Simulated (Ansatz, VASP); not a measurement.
Mg: VASP beside Ansatz

```xyz
1
Lattice="0.0000 2.3114 2.3114 2.3114 0.0000 2.3114 2.3114 2.3114 0.0000" Properties=species:S:1:pos:R:3 pbc="T T T"
Mg    0.0000    0.0000    0.0000
```

Alike in both runs: task single point; functional revPBE; k mesh 13 × 13 × 13; occupations fermi-dirac, width 0.1 eV; no spin polarisation.

```csv
,VASP,Ansatz
version,VASP 6.6.1,Ansatz 0.2.0
potentials or method,"VASP PAW PBE potentials, release 64 (Mg), cutoff 520 eV","plane waves (420 eV) with PAW, scalar-relativistic"
valence electrons in the cell,2,10
```

```tsv
	VASP	Ansatz	Ansatz less VASP
pressure (GPa)	-1.4	-1.2	+0.17
```

VASP's potentials were made for PBE, not for revPBE. VASP's potentials hold 2 valence electrons a cell and Ansatz's 10, so a difference there can come from the potentials and not from the codes.
